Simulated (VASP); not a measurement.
# AlRu in VASP: a series of runs, part 2 of 2

VASP 6.6.1. The steps go on from the part before.

## (4) Single point, PBEsol (strained)

File INCAR:

```
ALGO = Normal
EDIFF = 1E-6
ENCUT = 520
GGA = PS
ISIF = 2
ISMEAR = 0
LASPH = T
LCHARG = T
LELF = T
LREAL = F
LVHAR = T
LWAVE = F
NBANDS = 16
NELM = 60
PREC = Accurate
SIGMA = 0.1
```

File KPOINTS:

```
k-points
0
Gamma
  12 12 12
```

File POSCAR:

```
AlRu
1.0
    3.0514619160      0.0000000000      0.0000000000
    0.0000000000      3.0514619160      0.0000000000
    0.0000000000      0.0000000000      3.1412099160
Al Ru
1 1
Direct
    0.0000000000      0.0000000000      0.0000000000
    0.5000000000      0.5000000000      0.5000000000
```

Potentials or basis: VASP PAW PBE potentials, release 64 (Al, Ru_pv).

Run with:

```console
> cat potpaw_PBE.64/Al/POTCAR potpaw_PBE.64/Ru_pv/POTCAR > POTCAR
> mpirun -np 1 vasp_std > vasp.out
```

OUTCAR:

```text
EDIFF = 1E-6
   ENCUT = 520
   GGA = PS
   ISIF = 2
   ISMEAR = 0
   LASPH = T
   LREAL = F
   NELM = 60
   PREC = Accurate

 ion  position               nearest neighbor table
   1  0.000  0.000  0.000-   2 2.67   2 2.67   2 2.67   2 2.67   2 2.67   2 2.67   2 2.67   2 2.67

   2  0.500  0.500  0.500-   1 2.67   1 2.67   1 2.67   1 2.67   1 2.67   1 2.67   1 2.67   1 2.67

  LATTYP: Found a simple tetragonal cell.
 ALAT       =     3.0514619160
 C/A-ratio  =     1.0294114764

[... 645 lines left out ...]

------------------------ aborting loop because EDIFF is reached ----------------------------------------

  FORCE on cell =-STRESS in cart. coord.  units (eV):
  Direction    XX          YY          ZZ          XY          YZ          ZX
  --------------------------------------------------------------------------------------
  -------------------------------------------------------------------------------------
  Total       -3.0699933     -3.0699933     -3.7882249      0.0000000      0.0000000      0.0000000
  in kB     -168.1648208   -168.1648208   -207.5073413      0.0000000      0.0000000      0.0000000
  external PRESSURE =    -181.2789943 kB  Pullay stress =       0.0000000 kB

 VOLUME and BASIS-vectors are now :
 -----------------------------------------------------------------------------
  energy-cutoff  :      520.00
  volume of cell :       29.25
      direct lattice vectors                 reciprocal lattice vectors
     3.051461916  0.000000000  0.000000000     0.327711775  0.000000000  0.000000000
     0.000000000  3.051461916  0.000000000     0.000000000  0.327711775  0.000000000
     0.000000000  0.000000000  3.141209916     0.000000000  0.000000000  0.318348670

 POSITION                                       TOTAL-FORCE (eV/Angst)
 -----------------------------------------------------------------------------------
      0.00000      0.00000      0.00000         0.000000      0.000000      0.000000
      1.52573      1.52573      1.57060         0.000000      0.000000      0.000000
 -----------------------------------------------------------------------------------
    total drift:                                0.000000     -0.000000     -0.000000

  FREE ENERGIE OF THE ION-ELECTRON SYSTEM (eV)
  ---------------------------------------------------
  free  energy   TOTEN  =       -15.3438604401 eV

  energy  without entropy=      -15.3354483421  energy(sigma->0) =      -15.33965439
```

OSZICAR:

```text
N       E                     dE             d eps       ncg     rms          rms(c)
DAV:   1     0.111975737971E+03    0.11198E+03   -0.91644E+03  6384   0.977E+02
DAV:   2    -0.142461636500E+02   -0.12622E+03   -0.12020E+03  7344   0.284E+02
DAV:   3    -0.160974337634E+02   -0.18513E+01   -0.18440E+01  7648   0.360E+01
DAV:   4    -0.161119642964E+02   -0.14531E-01   -0.14513E-01  8360   0.330E+00
DAV:   5    -0.161121792485E+02   -0.21495E-03   -0.21454E-03  7648   0.372E-01    0.110E+01
DAV:   6    -0.154802713237E+02    0.63191E+00   -0.27961E+00  7224   0.176E+01    0.244E+00
DAV:   7    -0.153650799136E+02    0.11519E+00   -0.27333E-01  6856   0.574E+00    0.169E+00
DAV:   8    -0.153442621036E+02    0.20818E-01   -0.27457E-02  7552   0.119E+00    0.203E-01
DAV:   9    -0.153438862501E+02    0.37585E-03   -0.47864E-04  7856   0.155E-01    0.121E-01
DAV:  10    -0.153438612862E+02    0.24964E-04   -0.45122E-05  7040   0.703E-02    0.935E-03
DAV:  11    -0.153438604401E+02    0.84615E-06   -0.25429E-06  7744   0.163E-02
   1 F= -.15343860E+02 E0= -.15339654E+02  d E =-.841210E-02
```

stdout:

```text
POSCAR found type information on POSCAR AlRu
 POSCAR found :  2 types and       2 ions
 scaLAPACK will be used
 -----------------------------------------------------------------------------
|                                                                             |
|                                                                             |
|     You enforced a specific xc type in the INCAR file but a different       |
|     I HOPE YOU KNOW WHAT YOU ARE DOING!                                     |
|                                                                             |
 -----------------------------------------------------------------------------

 LDA part: xc-table for (Slater+PW92), standard interpolation
 POSCAR, INCAR and KPOINTS ok, starting setup
 FFT: planning ... GRIDC
 FFT: planning ... GRID_SOFT
 FFT: planning ... GRID
 WAVECAR not read
 entering main loop
```

It took 29 s on 1 thread of AMD EPYC 9R45 (Zen 5), shared host; peak memory 0.18 GiB.

Results:

- Free energy: -15.3439 eV
- Pressure: -18.1 GPa
- Band gap on the k mesh: zero (an odd number of electrons rules out a gap without spin polarisation)

Stress tensor (GPa, compression positive):
```
-16.82   0.00   0.00
  0.00 -16.82   0.00
  0.00   0.00 -20.75
```

Levels at points of the mesh, in eV from the Fermi level:
```csv
k point,band 5,band 6,band 7,band 8,band 9,band 10,band 11,band 12,band 13,band 14
"(0.00, 0.00, 0.00)",-3.14,-3.13,0.11,0.11,0.27,5.12,5.94,5.94,10.44,10.47
"(0.50, 0.00, 0.00)",-5.20,-2.40,-1.62,-1.32,0.35,2.13,7.46,10.07,10.80,11.43
"(0.50, 0.50, 0.00)",-2.68,-1.19,-1.19,-1.16,-1.16,1.44,4.97,5.51,9.52,12.02
"(0.00, 0.00, 0.50)",-5.47,-2.50,-1.31,-1.31,0.46,1.68,7.51,10.78,10.78,11.73
"(0.50, 0.00, 0.50)",-2.78,-1.43,-1.24,-0.96,-0.89,1.26,4.62,5.36,10.12,12.02
"(0.50, 0.50, 0.50)",-4.14,-4.14,1.31,1.51,2.08,3.81,3.97,3.97,7.65,7.65
```

Caveat: the cell differs from its parent crystal (strained); the cell stands under tension; the PAW data sets were made with another functional, which shifts forces and pressure a little.

## (5) The runs side by side

| cell | cutoff (eV) | gap on the mesh (eV) | pressure (GPa) |
| --- | --- | --- | --- |
| a = 2.976 Å, 2 atoms, atomic positions A | 500 | none | -0.1 |
| a = 2.992 Å, 2 atoms, atomic positions B | 520 | none | -3.3 |
| a = 3.051, b = 3.051, c = 3.141 Å, 2 atoms, atomic positions A | 520 | none | -18.1 |

Alike in all rows: task single point; level PBEsol; potentials or basis VASP PAW PBE potentials, release 64 (Al, Ru_pv); no spin polarisation; k mesh 12 × 12 × 12; smearing gaussian 0.1 eV.

Caveats: the PAW data sets were made with another functional, which shifts forces and pressure a little; the cell stands under tension (at least some runs).

Absolute energies hang on the potentials; compare differences alone.
